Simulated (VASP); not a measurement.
# TaN (P6_3mc) in VASP: further runs, part 2 of 2

VASP 6.6.1. The steps go on from the part before.

## 3. Relaxation of cell and atoms, PBE+D3(BJ)

Input file INCAR:

```
PREC     = Accurate       # precision mode
ENCUT    = 600            # plane-wave cutoff, eV
EDIFF    = 1E-6           # SCF threshold, eV
ISMEAR   = 0              # smearing method
SIGMA    = 0.1            # smearing width, eV
LREAL    = False          # projectors in reciprocal space
LASPH    = True           # aspherical terms in the spheres
NELM     = 60             # most SCF steps
ALGO     = Normal         # electronic algorithm
ISIF     = 3              # what is computed and relaxed
LWAVE    = False          # write WAVECAR
LCHARG   = False          # write CHGCAR
GGA      = PE             # functional
IVDW     = 12             # dispersion correction
IBRION   = 2              # ionic algorithm
NSW      = 100            # ionic steps
EDIFFG   = -0.005         # ionic threshold
```

Input file KPOINTS:

```
Automatic mesh
0
Gamma
  18 18 8
```

Input file POSCAR:

```
TaN
1.0
    3.1217800116      0.0000000000      0.0000000000
   -1.5608900058      2.7035407951      0.0000000000
    0.0000000000      0.0000000000      6.0916138908
Ta N
2 2
Direct
    0.3333333333      0.6666666667      0.0310700767
    0.6666666667      0.3333333333      0.5310700767
    0.3333333333      0.6666666667      0.3539299233
    0.6666666667      0.3333333333      0.8539299233
```

Potentials or basis: VASP PAW PBE potentials, release 64 (Ta_pv, N).

Run with:

```bash
cat potpaw_PBE.64/Ta_pv/POTCAR potpaw_PBE.64/N/POTCAR > POTCAR
mpirun -np 1 vasp_std > vasp.out
```

OUTCAR:

```text
PREC = Accurate
   ENCUT = 600
   EDIFF = 1E-6
   ISMEAR = 0
   LREAL = False
   LASPH = True
   NELM = 60
   ISIF = 3
   GGA = PE
   IVDW = 12
   IBRION = 2
   NSW = 100
   EDIFFG = -0.005
 IVDW          = 12

 ion  position               nearest neighbor table
   1  0.333  0.667  0.031-   3 1.97   4 2.10   4 2.10   4 2.10   2 3.54   2 3.54   2 3.54   2 3.54
                             2 3.54   2 3.54
   2  0.667  0.333  0.531-   4 1.97   3 2.10   3 2.10   3 2.10   1 3.54   1 3.54   1 3.54   1 3.54
                             1 3.54   1 3.54
   3  0.333  0.667  0.354-   1 1.97   2 2.10   2 2.10   2 2.10
   4  0.667  0.333  0.854-   2 1.97   1 2.10   1 2.10   1 2.10

  LATTYP: Found a hexagonal cell.
 ALAT       =     3.1217800116
 C/A-ratio  =     1.9513270852

  Lattice vectors:

 A1 = (   3.1217800116,   0.0000000000,   0.0000000000)
 A2 = (  -1.5608900058,   2.7035407951,   0.0000000000)
 A3 = (   0.0000000000,   0.0000000000,   6.0916138908)

Analysis of symmetry for initial positions (statically):
=====================================================================
 Subroutine PRICEL returns:
 Original cell was already a primitive cell.

 Routine SETGRP: Setting up the symmetry group for a
 hexagonal supercell.

 Subroutine GETGRP returns: Found 12 space group operations
 (whereof  6 operations were pure point group operations)
 out of a pool of 24 trial point group operations.

The static configuration has the point symmetry C_3v.
 The point group associated with its full space group is C_6v.

Analysis of symmetry for dynamics (positions and initial velocities):
=====================================================================
 Subroutine PRICEL returns:
 Original cell was already a primitive cell.

 Routine SETGRP: Setting up the symmetry group for a
 hexagonal supercell.

 Subroutine GETGRP returns: Found 12 space group operations
 (whereof  6 operations were pure point group operations)
 out of a pool of 24 trial point group operations.

The dynamic configuration has the point symmetry C_3v.
 The point group associated with its full space group is C_6v.

 Subroutine INISYM returns: Found 12 space group operations
 (whereof  6 operations are pure point group operations),
 and found     1 'primitive' translations

----------------------------------------------------------------------------------------

                                     Primitive cell

  volume of cell :      51.4124

  direct lattice vectors                    reciprocal lattice vectors
     3.121780012  0.000000000  0.000000000     0.320330067  0.184942650  0.000000000
    -1.560890006  2.703540795  0.000000000     0.000000000  0.369885301  0.000000000
     0.000000000  0.000000000  6.091613891     0.000000000  0.000000000  0.164160109

  length of vectors
     3.121780012  3.121780012  6.091613891     0.369885301  0.369885301  0.164160109

  position of ions in fractional coordinates (direct lattice)
     0.333333333  0.666666667  0.031070077
     0.666666667  0.333333333  0.531070077
     0.333333333  0.666666667  0.353929923
     0.666666667  0.333333333  0.853929923

  ion indices of the primitive-cell ions
   primitive index   ion index
                 1           1
                 2           2
                 3           3
                 4           4

----------------------------------------------------------------------------------------

 KPOINTS: Automatic mesh

Automatic generation of k-mesh.
 Grid dimensions read from file:
 generate k-points for:   18   18    8

 Generating k-lattice:

  Cartesian coordinates                     Fractional coordinates (reciprocal lattice)
     0.017796115  0.010274592  0.000000000     0.055555556 -0.000000000  0.000000000
     0.000000000  0.020549183  0.000000000     0.000000000  0.055555556  0.000000000
     0.000000000  0.000000000  0.020520014     0.000000000  0.000000000  0.125000000

  Length of vectors
     0.020549183  0.020549183  0.020520014

  Shift w.r.t. Gamma in fractional coordinates (k-lattice)
     0.000000000  0.000000000  0.000000000

 Subroutine IBZKPT returns following result:
 ===========================================

 Found    185 irreducible k-points:

 Following reciprocal coordinates:
            Coordinates               Weight
  0.000000  0.000000  0.000000      1.000000
  0.055556 -0.000000  0.000000      6.000000
  0.111111 -0.000000  0.000000      6.000000
  0.166667  0.000000  0.000000      6.000000
  0.222222  0.000000  0.000000      6.000000
  0.277778  0.000000  0.000000      6.000000
[... 16 lines left out ...]
  0.333333  0.111111  0.000000     12.000000
  0.388889  0.111111  0.000000     12.000000
 [... further k-points ...]
   k-points           NKPTS =    185   k-points in BZ     NKDIM =    185   number of bands    NBANDS=     20
   number of dos      NEDOS =    301   number of ions     NIONS =      4
   total plane-waves  NPLWV =  39200
   dimension x,y,z NGX =    28 NGY =   28 NGZ =   50
   dimension x,y,z NGXF=    56 NGYF=   56 NGZF=  100
   ions per type =               2   2
   NGX,Y,Z   is equivalent  to a cutoff of  14.91, 14.91, 13.65 a.u.
   NGXF,Y,Z  is equivalent  to a cutoff of  29.82, 29.82, 27.29 a.u.
 SYSTEM =  unknown system
   PREC   = accura    normal or accurate (medium, high low for compatibility)
   ISTART =      0    job   : 0-new  1-cont  2-samecut
   ICHARG =      2    charge: 1-file 2-atom 10-const
   ISPIN  =      1    spin polarized calculation?
   LNONCOLLINEAR =      F non collinear calculations
   LSORBIT =      F    spin-orbit coupling
   LASPH  =      T    aspherical Exc in radial PAW
   ENCUT  =  600.0 eV  44.10 Ry    6.64 a.u.   6.23  6.23 12.17*2*pi/ulx,y,z
   NELM   =     60;   NELMIN=  2; NELMDL= -5     # of ELM steps
   EDIFF  = 0.1E-05   stopping-criterion for ELM
   LREAL  =      F    real-space projection
   EDIFFG = -.5E-02   stopping-criterion for IOM
   NSW    =    100    number of steps for IOM
   IBRION =      2    ionic relax: 0-MD 1-quasi-New 2-CG
   NFREE  =      1    steps in history (QN), initial steepest desc. (CG)
   ISIF   =      3    stress and relaxation
   ISYM   =      2    0-nonsym 1-usesym 2-fastsym
   POTIM  = 0.5000    time-step for ionic-motion
   TEBEG  =    0.0;   TEEND  =   0.0 temperature during run
   PSTRESS=    0.0 pullay stress
   NELECT =      32.0000    total number of electrons
   NUPDOWN=      -1.0000    fix difference up-down
   EMIN   =  10.00;   EMAX   =-10.00  energy-range for DOS
   EFERMI =   0.00;   METHOD = LEGACY
   ISMEAR =     0;   SIGMA  =   0.10  broadening in eV -4-tet -1-fermi 0-gaus
   EFERMI_NEDOS =   21; number of points for ismear=-14 and -15
   IALGO  =     38    algorithm
   IMIX   =      4    mixing-type and parameters
     AMIX     =   0.40;   BMIX     =  1.00
     AMIX_MAG =   1.60;   BMIX_MAG =  1.00
  volume/ion in A,a.u.               =      12.85        86.74
  Fermi-wavevector in a.u.,A,eV,Ry     =   1.397770  2.641402 26.582521  1.953760
  Thomas-Fermi vector in A             =   2.520993
   LORBIT       =      0    0 simple, 1 ext, 2 COOP (PROOUT), +10 PAW based schemes
   GGA     = PE    functional components
   LHFCALC =     F    Hartree Fock is set to
   AEXX    =    0.0000 exact exchange contribution
   IVDW    =    12    specifies the selected vdW correction
   LEPSILON=     F    determine dielectric tensor
   LRPA    =     F    only Hartree local field effects (RPA)
 conjugate gradient relaxation of ions
 non-spin polarized calculation
 Gauss-broadening in eV      SIGMA  =   0.10
  energy-cutoff  :      600.00
  volume of cell :       51.41
 maximum number of plane-waves:      1753
 NGX is ok and might be reduce to    28
   NGX = 13   NGY = 13   NGZ = 25

--------------------------------------- Ionic step        1  -------------------------------------------

 number of electron      32.0000003 magnetization

 Free energy of the ion-electron system (eV)
  ---------------------------------------------------
  ext. energy  EPLUGINS =         0.00000000
  ---------------------------------------------------
  free energy    TOTEN  =       -43.35974202 eV

  energy without entropy =      -43.35591836  energy(sigma->0) =      -43.35783019

------------------------ aborting loop because EDIFF is reached ----------------------------------------

 Edisp (eV)   -1.56212

 E8    (eV) :    -0.7233
[... 285 lines left out ...]
--------------------------------------- Ionic step        8  -------------------------------------------

 number of electron      32.0000003 magnetization

 Free energy of the ion-electron system (eV)
  ---------------------------------------------------
  ext. energy  EPLUGINS =         0.00000000
  ---------------------------------------------------
  free energy    TOTEN  =       -43.36472962 eV

  energy without entropy =      -43.36089136  energy(sigma->0) =      -43.36281049

 E-fermi :   6.6025     XC(G=0): -12.1985

 val. band max:        6.5789938840   @ k =   0.1111  -0.0000   0.1250
 cond. band min:       6.6044668814   @ k =   0.0556  -0.0000   0.3750
 fundamental gap:      0.0254729975
 Fermi energy:         6.6024820601

 k-point     1 :       0.0000    0.0000    0.0000
  band No.  band energies     occupation
      1     -28.9993      2.00000
      2     -28.6553      2.00000
      3     -28.3874      2.00000
      4     -28.3874      2.00000
      5     -28.3592      2.00000
      6     -28.3592      2.00000
[... 541 lines left out ...]
     19       9.3023      0.00000
     20      10.0282      0.00000

 [... further k-points ...]

------------------------ aborting loop because EDIFF is reached ----------------------------------------

 Edisp (eV)   -1.55755

 E8    (eV) :    -0.7211
[... 27 lines left out ...]
  FREE ENERGIE OF THE ION-ELECTRON SYSTEM (eV)
  ---------------------------------------------------
  free  energy   TOTEN  =       -44.9222829702 eV

  energy  without entropy=      -44.9184447084  energy(sigma->0) =      -44.92036384

 reached required accuracy - stopping structural energy minimisation
```

Run time: 23 min. Hardware: 1 thread of Intel Xeon 8259CL, shared host; peak memory 0.37 GiB.

Results:

```
Free energy                           : -44.9223 eV
Relaxed volume                        : 12.89 Å³/atom
Relaxed cell                          : a = 3.124 Å, b = 3.124 Å, c = 6.100 Å, α = 90.00°, β = 90.00°, γ = 120.00°
Space group after relaxing (to 0.1 Å) : P6_3mc (No. 186)
Energy gained by relaxing             : 0.1 meV/atom
Ionic steps                           : 8
Pressure after relaxing               : 0.0 GPa
Band gap on the k mesh                : zero (bands 16 and 17 overlap by 0.39 eV)
Dispersion energy per atom            : -0.389 eV
```

Forces in eV/Å, atoms in the order of the input:
```
Ta   0.000  0.000  0.002
Ta   0.000  0.000  0.002
N    0.000  0.000 -0.002
N    0.000  0.000 -0.002
```

Step by step:
```csv
step,energy change (eV),largest force (eV/Å),pressure (GPa),volume (Å³)
1,0.0000,0.0308,0.79,51.41
2,0.0022,0.0990,-1.84,51.89
3,-0.0004,0.0076,0.03,51.55
4,-0.0004,0.0083,0.04,51.55
5,0.0003,0.0546,-0.92,51.72
6,-0.0004,0.0091,0.00,51.55
7,-0.0004,0.0079,-0.06,51.57
8,-0.0004,0.0021,-0.03,51.56
```

Final structure:
```xyz
4
Lattice="3.1240 0.0000 0.0000 -1.5620 2.7054 0.0000 0.0000 0.0000 6.1005" Properties=species:S:1:pos:R:3 pbc="T T T"
Ta    0.0000    1.8036    0.1892
Ta    1.5620    0.9018    3.2395
N     0.0000    1.8036    2.1594
N     1.5620    0.9018    5.2097
```

Levels at points of the mesh, in eV from the Fermi level:
| k point | band 12 | band 13 | band 14 | band 15 | band 16 | band 17 | band 18 | band 19 | band 20 |
| --- | --- | --- | --- | --- | --- | --- | --- | --- | --- |
| (0.00, 0.00, 0.00) | -5.35 | -4.48 | -4.48 | -0.84 | -0.74 | 0.17 | 0.17 | 2.24 | 2.24 |
| (0.50, 0.00, 0.00) | -5.59 | -4.78 | -3.67 | -2.36 | -0.50 | 1.18 | 2.21 | 2.70 | 3.52 |
| (0.00, 0.00, 0.50) | -4.96 | -4.96 | -4.96 | 0.16 | 0.16 | 0.99 | 0.99 | 0.99 | 0.99 |
| (0.50, 0.00, 0.50) | -5.49 | -4.77 | -4.77 | -0.97 | -0.97 | 1.51 | 1.51 | 3.41 | 3.41 |

Caveat: spin-orbit coupling is left out, which moves the levels of the heavy elements.

The gap in the log of VASP goes by the Fermi energy; the results here count the filled bands.